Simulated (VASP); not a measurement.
# MoRu (P-6m2) in VASP: further runs

MoRu is run at these levels: LDA; tasks: single point, relaxation of volume and atoms at fixed shape.

All numbers are computed with VASP 6.6.1; they aren't measurements. Logs are shortened: lines on timing, memory, paths and dates and some standing lists are left out, and cuts for length are marked.

### Step 1. The cell of the first run

Symmetry: P-6m2, No. 187, hexagonal system. Conventional cell: a = 2.722 Å, b = 2.722 Å, c = 4.375 Å, α = 90.00°, β = 90.00°, γ = 120.00°. Within 3.6 Å of Mo (site symmetry -6m2) lie 6 Ru at 2.69 Å and 6 Mo at 2.72 Å. Within 3.6 Å of Ru (site symmetry -6m2) lie 6 Mo at 2.69 Å and 6 Ru at 2.72 Å.

### Step 2. Single point, LDA

INCAR reads:

```
  ALGO = Normal
  EDIFF = 1E-6
  ENCUT = 520
  ISIF = 2
  ISMEAR = -1
  LASPH = True
  LCHARG = True
  LELF = True
  LREAL = False
  LVHAR = True
  LWAVE = False
  NBANDS = 21
  NELM = 100
  PREC = Accurate
  SIGMA = 0.1
```

KPOINTS reads:

```
k-points
0
Gamma
  8 8 5
```

POSCAR reads:

```
MoRu
1.0
    2.7223014795      0.0000000000      0.0000000000
   -1.3611507398      2.3575822380      0.0000000000
    0.0000000000      0.0000000000      4.3751316135
Mo Ru
1 1
Direct
    0.6666666667      0.3333333333      0.0000000000
    0.3333333333      0.6666666667      0.5000000000
```

Potentials or basis: VASP PAW LDA potentials, release 64 (Mo_sv, Ru_pv).

Run with:

```console
cat potpaw_LDA.64/Mo_sv/POTCAR potpaw_LDA.64/Ru_pv/POTCAR > POTCAR
mpirun -np 1 vasp_std > vasp.out
```

OUTCAR:

```text
EDIFF = 1E-6
   ENCUT = 520
   ISIF = 2
   ISMEAR = -1
   LASPH = True
   LREAL = False
   NELM = 100
   PREC = Accurate

 ion  position               nearest neighbor table
   1  0.667  0.333  0.000-   2 2.69   2 2.69   2 2.69   2 2.69   2 2.69   2 2.69
   2  0.333  0.667  0.500-   1 2.69   1 2.69   1 2.69   1 2.69   1 2.69   1 2.69

  LATTYP: Found a hexagonal cell.
 ALAT       =     2.7223014795
 C/A-ratio  =     1.6071444131

  Lattice vectors:

 A1 = (   2.7223014795,   0.0000000000,   0.0000000000)
 A2 = (  -1.3611507398,   2.3575822380,   0.0000000000)
 A3 = (   0.0000000000,   0.0000000000,   4.3751316135)

Analysis of symmetry for initial positions (statically):
=====================================================================
 Subroutine PRICEL returns:
 Original cell was already a primitive cell.

 Routine SETGRP: Setting up the symmetry group for a
 hexagonal supercell.

 Subroutine GETGRP returns: Found 12 space group operations
 (whereof 12 operations were pure point group operations)
 out of a pool of 24 trial point group operations.

The static configuration has the point symmetry D_3h.

Analysis of symmetry for dynamics (positions and initial velocities):
=====================================================================
 Subroutine PRICEL returns:
 Original cell was already a primitive cell.

 Routine SETGRP: Setting up the symmetry group for a
 hexagonal supercell.

 Subroutine GETGRP returns: Found 12 space group operations
 (whereof 12 operations were pure point group operations)
 out of a pool of 24 trial point group operations.

The dynamic configuration has the point symmetry D_3h.

 Subroutine INISYM returns: Found 12 space group operations
 (whereof 12 operations are pure point group operations),
 and found     1 'primitive' translations

----------------------------------------------------------------------------------------

                                     Primitive cell

  volume of cell :      28.0798

  direct lattice vectors                    reciprocal lattice vectors
     2.722301480  0.000000000  0.000000000     0.367336244  0.212081679  0.000000000
    -1.361150740  2.357582238  0.000000000     0.000000000  0.424163358  0.000000000
     0.000000000  0.000000000  4.375131613     0.000000000  0.000000000  0.228564553

  length of vectors
     2.722301480  2.722301480  4.375131613     0.424163358  0.424163358  0.228564553

  position of ions in fractional coordinates (direct lattice)
     0.666666667  0.333333333  0.000000000
     0.333333333  0.666666667  0.500000000
[... 69 lines left out ...]
   ISTART =      0    job   : 0-new  1-cont  2-samecut
   ICHARG =      2    charge: 1-file 2-atom 10-const
   ISPIN  =      1    spin polarized calculation?
   LNONCOLLINEAR =      F non collinear calculations
   LSORBIT =      F    spin-orbit coupling
   LASPH  =      T    aspherical Exc in radial PAW
   ENCUT  =  520.0 eV  38.22 Ry    6.18 a.u.   5.06  5.06  8.13*2*pi/ulx,y,z
   NELM   =    100;   NELMIN=  2; NELMDL= -5     # of ELM steps
   EDIFF  = 0.1E-05   stopping-criterion for ELM
   LREAL  =      F    real-space projection
   EDIFFG = 0.1E-04   stopping-criterion for IOM
   NSW    =      0    number of steps for IOM
   IBRION =     -1    ionic relax: 0-MD 1-quasi-New 2-CG
   NFREE  =      0    steps in history (QN), initial steepest desc. (CG)
   ISIF   =      2    stress and relaxation
   ISYM   =      2    0-nonsym 1-usesym 2-fastsym
   POTIM  = 0.5000    time-step for ionic-motion
   TEBEG  =    0.0;   TEEND  =   0.0 temperature during run
   PSTRESS=    0.0 pullay stress
   NELECT =      28.0000    total number of electrons
   NUPDOWN=      -1.0000    fix difference up-down
   EMIN   =  10.00;   EMAX   =-10.00  energy-range for DOS
   EFERMI =   0.00;   METHOD = LEGACY
   ISMEAR =    -1;   SIGMA  =   0.10  broadening in eV -4-tet -1-fermi 0-gaus
   EFERMI_NEDOS =   21; number of points for ismear=-14 and -15
   IALGO  =     38    algorithm
   IMIX   =      4    mixing-type and parameters
     AMIX     =   0.40;   BMIX     =  1.00
     AMIX_MAG =   1.60;   BMIX_MAG =  1.00
  volume/ion in A,a.u.               =      14.04        94.75
  Fermi-wavevector in a.u.,A,eV,Ry     =   1.635546  3.090734 36.395733  2.675011
  Thomas-Fermi vector in A             =   2.727001
   LORBIT       =      0    0 simple, 1 ext, 2 COOP (PROOUT), +10 PAW based schemes
   GGA     = CA    functional components
   LHFCALC =     F    Hartree Fock is set to
   AEXX    =    0.0000 exact exchange contribution
   IVDW    =     0    specifies the selected vdW correction
   LEPSILON=     F    determine dielectric tensor
   LRPA    =     F    only Hartree local field effects (RPA)
 non-spin polarized calculation
  energy-cutoff  :      520.00
  volume of cell :       28.08
 maximum number of plane-waves:       768
   NGX = 11   NGY = 11   NGZ = 17

 number of electron      28.0000002 magnetization

 Free energy of the ion-electron system (eV)
  ---------------------------------------------------
  ext. energy  EPLUGINS =         0.00000000
  ---------------------------------------------------
  free energy    TOTEN  =       -22.75589233 eV

  energy without entropy =      -22.71492831  energy(sigma->0) =      -22.73541032

 E-fermi :  12.8683     XC(G=0): -14.1861

 val. band max:       12.8355551276   @ k =   0.3750   0.2500   0.2000
 cond. band min:      12.9396042628   @ k =   0.3750   0.2500   0.4000
 fundamental gap:      0.1040491352
 Fermi energy:        12.8682856926

 k-point     1 :       0.0000    0.0000    0.0000
  band No.  band energies     occupation
      1     -47.5387      2.00000
      2     -29.5706      2.00000
      3     -29.1350      2.00000
      4     -29.1350      2.00000
      5     -21.8248      2.00000
      6     -21.0156      2.00000
[... 565 lines left out ...]
     20      23.4079      0.00000
     21      25.3810      0.00000

 [... further k-points ...]
[... 5 lines left out ...]
  --------------------------------------------------------------------------------------
  -------------------------------------------------------------------------------------
  Total        0.3601934      0.3601934     -0.1123451     -0.0000000      0.0000000      0.0000000
  in kB       20.5519076     20.5519076     -6.4101868     -0.0000000      0.0000000      0.0000000
  external PRESSURE =      11.5645428 kB  Pullay stress =       0.0000000 kB

 VOLUME and BASIS-vectors are now :
 -----------------------------------------------------------------------------
  energy-cutoff  :      520.00
  volume of cell :       28.08
      direct lattice vectors                 reciprocal lattice vectors
     2.722301480  0.000000000  0.000000000     0.367336244  0.212081679  0.000000000
    -1.361150740  2.357582238  0.000000000     0.000000000  0.424163358  0.000000000
     0.000000000  0.000000000  4.375131613     0.000000000  0.000000000  0.228564553

 POSITION                                       TOTAL-FORCE (eV/Angst)
 -----------------------------------------------------------------------------------
      1.36115      0.78586      0.00000        -0.000000      0.000000      0.000000
     -0.00000      1.57172      2.18757         0.000000     -0.000000      0.000000
 -----------------------------------------------------------------------------------
    total drift:                                0.000000     -0.000000     -0.000000

  FREE ENERGIE OF THE ION-ELECTRON SYSTEM (eV)
  ---------------------------------------------------
  free  energy   TOTEN  =       -22.7558923274 eV

  energy  without entropy=      -22.7149283063  energy(sigma->0) =      -22.73541032
```

OSZICAR:

```text
N       E                     dE             d eps       ncg     rms          rms(c)
DAV:   1     0.306403088334E+03    0.30640E+03   -0.17530E+04  1260   0.146E+03
DAV:   2    -0.172023092276E+02   -0.32361E+03   -0.31481E+03  1310   0.460E+02
DAV:   3    -0.240444373303E+02   -0.68421E+01   -0.67789E+01  1465   0.736E+01
DAV:   4    -0.240856144336E+02   -0.41177E-01   -0.41139E-01  1473   0.565E+00
DAV:   5    -0.240862090309E+02   -0.59460E-03   -0.59262E-03  1458   0.630E-01    0.219E+01
DAV:   6    -0.230054303321E+02    0.10808E+01   -0.35704E+00  1495   0.159E+01    0.708E+00
DAV:   7    -0.232392896641E+02   -0.23386E+00   -0.45824E+00  1335   0.128E+01    0.601E+00
DAV:   8    -0.227667717355E+02    0.47252E+00   -0.26948E+00  1390   0.960E+00    0.931E-01
DAV:   9    -0.227576876231E+02    0.90841E-02   -0.42973E-02  1415   0.160E+00    0.531E-01
DAV:  10    -0.227559493636E+02    0.17383E-02   -0.22318E-03  1423   0.422E-01    0.124E-01
DAV:  11    -0.227558905597E+02    0.58804E-04   -0.34055E-04  1459   0.109E-01    0.241E-02
DAV:  12    -0.227558926677E+02   -0.21080E-05   -0.17803E-05  1420   0.311E-02    0.626E-03
DAV:  13    -0.227558923274E+02    0.34032E-06   -0.11407E-06   857   0.711E-03
   1 F= -.22755892E+02 E0= -.22735410E+02  d E =-.409640E-01
```

It took 23 s on 1 thread of Intel Xeon 8259CL, shared host; peak memory 0.14 GiB.

What came out:

```
Free energy            : -22.7559 eV
Pressure               : 1.2 GPa
Band gap on the k mesh : zero (bands 14 and 15 overlap by 2.48 eV)
```

### Step 3. Relaxation of volume and atoms at fixed shape, LDA

This run uses another cell than the first one, of 14.91 Å³/atom.

INCAR reads:

```
ALGO = Normal ; EDIFF = 1E-7
EDIFFG = -0.03 ; ENCUT = 600
IBRION = 2 ; ISIF = 8
ISMEAR = -1 ; LASPH = True
LCHARG = False ; LREAL = False
LWAVE = False ; NELM = 100
NSW = 60 ; PREC = Accurate
SIGMA = 0.1
```

KPOINTS is that of step 2.

POSCAR reads:

```
MoRu
1.0
    2.7774150000      0.0000000000      0.0000000000
   -1.3887075000      2.4053119469      0.0000000000
    0.0000000000      0.0000000000      4.4637070000
Mo Ru
1 1
Direct
    0.6666666667      0.3333333333      0.0000000000
    0.3333333333      0.6666666667      0.5000000000
```

Potentials or basis: VASP PAW LDA potentials, release 64 (Mo_sv, Ru_pv).

Run with:

```console
cat potpaw_LDA.64/Mo_sv/POTCAR potpaw_LDA.64/Ru_pv/POTCAR > POTCAR
mpirun -np 1 vasp_std > vasp.out
```

OUTCAR:

```text
EDIFF = 1E-7
   EDIFFG = -0.03
   ENCUT = 600
   IBRION = 2
   ISIF = 8
   ISMEAR = -1
   LASPH = True
   LREAL = False
   NELM = 100
   NSW = 60
   PREC = Accurate

 ion  position               nearest neighbor table
   1  0.667  0.333  0.000-   2 2.75   2 2.75   2 2.75   2 2.75   2 2.75   2 2.75
   2  0.333  0.667  0.500-   1 2.75   1 2.75   1 2.75   1 2.75   1 2.75   1 2.75

  LATTYP: Found a hexagonal cell.
 ALAT       =     2.7774150000
 C/A-ratio  =     1.6071444131

  Lattice vectors:

 A1 = (   2.7774150000,   0.0000000000,   0.0000000000)
 A2 = (  -1.3887075000,   2.4053119469,   0.0000000000)
 A3 = (   0.0000000000,   0.0000000000,   4.4637070000)

Analysis of symmetry for initial positions (statically):
=====================================================================
 Subroutine PRICEL returns:
 Original cell was already a primitive cell.

 Routine SETGRP: Setting up the symmetry group for a
 hexagonal supercell.

 Subroutine GETGRP returns: Found 12 space group operations
 (whereof 12 operations were pure point group operations)
 out of a pool of 24 trial point group operations.

The static configuration has the point symmetry D_3h.

Analysis of symmetry for dynamics (positions and initial velocities):
=====================================================================
 Subroutine PRICEL returns:
 Original cell was already a primitive cell.

 Routine SETGRP: Setting up the symmetry group for a
 hexagonal supercell.

 Subroutine GETGRP returns: Found 12 space group operations
 (whereof 12 operations were pure point group operations)
 out of a pool of 24 trial point group operations.

The dynamic configuration has the point symmetry D_3h.

 Subroutine INISYM returns: Found 12 space group operations
 (whereof 12 operations are pure point group operations),
 and found     1 'primitive' translations

----------------------------------------------------------------------------------------

[... 116 lines left out ...]
   LORBIT       =      0    0 simple, 1 ext, 2 COOP (PROOUT), +10 PAW based schemes
   GGA     = CA    functional components
   LHFCALC =     F    Hartree Fock is set to
   AEXX    =    0.0000 exact exchange contribution
   IVDW    =     0    specifies the selected vdW correction
   LEPSILON=     F    determine dielectric tensor
   LRPA    =     F    only Hartree local field effects (RPA)
 conjugate gradient relaxation of ions
 non-spin polarized calculation
  energy-cutoff  :      600.00
  volume of cell :       29.82
 maximum number of plane-waves:      1026
 NGX is ok and might be reduce to    24
   NGX = 11   NGY = 11   NGZ = 17

--------------------------------------- Ionic step        1  -------------------------------------------

 number of electron      27.9999998 magnetization

 Free energy of the ion-electron system (eV)
  ---------------------------------------------------
  ext. energy  EPLUGINS =         0.00000000
  ---------------------------------------------------
  free energy    TOTEN  =       -22.67212006 eV

  energy without entropy =      -22.62612247  energy(sigma->0) =      -22.64912126

------------------------ aborting loop because EDIFF is reached ----------------------------------------

  FORCE on cell =-STRESS in cart. coord.  units (eV):
  Direction    XX          YY          ZZ          XY          YZ          ZX
  --------------------------------------------------------------------------------------
  -------------------------------------------------------------------------------------
  Total       -2.7651040     -2.7651040     -3.3416741      0.0000000      0.0000000     -0.0000000
  in kB     -148.5642051   -148.5642051   -179.5423133      0.0000000      0.0000000     -0.0000000
  external PRESSURE =    -158.8902412 kB  Pullay stress =       0.0000000 kB
[... 95 lines left out ...]
--------------------------------------- Ionic step        4  -------------------------------------------

 number of electron      28.0000001 magnetization

 Free energy of the ion-electron system (eV)
  ---------------------------------------------------
  ext. energy  EPLUGINS =         0.00000000
  ---------------------------------------------------
  free energy    TOTEN  =       -22.75778310 eV

  energy without entropy =      -22.71647641  energy(sigma->0) =      -22.73712976

 E-fermi :  12.7909     XC(G=0): -14.1601

 val. band max:       12.7580185080   @ k =   0.3750   0.2500   0.2000
 cond. band min:      12.8632338837   @ k =   0.3750   0.2500   0.4000
 fundamental gap:      0.1052153757
 Fermi energy:        12.7909075852

 k-point     1 :       0.0000    0.0000    0.0000
  band No.  band energies     occupation
      1     -47.6174      2.00000
      2     -29.6385      2.00000
      3     -29.2114      2.00000
      4     -29.2114      2.00000
      5     -21.9038      2.00000
      6     -21.1037      2.00000
[... 481 lines left out ...]
      5     -22.2994      2.00000
      6     -21.7792      2.00000
[... 10 lines left out ...]
     17      15.7232      0.00000
     18      16.6414      0.00000

 [... further k-points ...]
[... 5 lines left out ...]
  --------------------------------------------------------------------------------------
  -------------------------------------------------------------------------------------
  Total        0.1127180      0.1127180     -0.3696335      0.0000000      0.0000000     -0.0000000
  in kB        6.4032302      6.4032302    -20.9979744      0.0000000      0.0000000     -0.0000000
  external PRESSURE =      -2.7305047 kB  Pullay stress =       0.0000000 kB
[... 17 lines left out ...]
  FREE ENERGIE OF THE ION-ELECTRON SYSTEM (eV)
  ---------------------------------------------------
  free  energy   TOTEN  =       -22.7577831045 eV

  energy  without entropy=      -22.7164764139  energy(sigma->0) =      -22.73712976

 reached required accuracy - stopping structural energy minimisation
```

Wall time 88 s (1 thread of Intel Xeon 8259CL, shared host); peak memory 0.16 GiB.

Results:

```yaml
Free_energy: -22.7578 eV
Relaxed_volume: 14.10 Å³/atom
Relaxed_cell: a = 2.726 Å, b = 2.726 Å, c = 4.382 Å, α = 90.00°, β = 90.00°, γ = 120.00°
Space_group_after_relaxing_to_0.1_Å: P-6m2 (No. 187)
Energy_gained_by_relaxing: 42.8 meV/atom
Ionic_steps: 4
Pressure_after_relaxing: -0.3 GPa
Band_gap_on_the_k_mesh: zero (bands 14 and 15 overlap by 2.47 eV)
```

Stress tensor (GPa, compression positive):
```
 0.64  0.00  0.00
 0.00  0.64  0.00
 0.00  0.00 -2.10
```

Step by step:
| step | energy change (eV) | largest force (eV/Å) | pressure (GPa) | volume (Å³) |
| --- | --- | --- | --- | --- |
| 1 | 0.0000 | 0.0000 | -15.89 | 29.82 |
| 2 | 0.7941 | 0.0000 | 76.11 | 23.88 |
| 3 | -0.0853 | 0.0000 | -1.20 | 28.29 |
| 4 | -0.0857 | 0.0000 | -0.27 | 28.20 |

Final structure:
```
CELL_PARAMETERS angstrom
2.72630 0.00000 0.00000
-1.36315 2.36104 0.00000
0.00000 0.00000 4.38155
ATOMIC_POSITIONS crystal
Mo 0.66667 0.33333 0.00000
Ru 0.33333 0.66667 0.50000
```
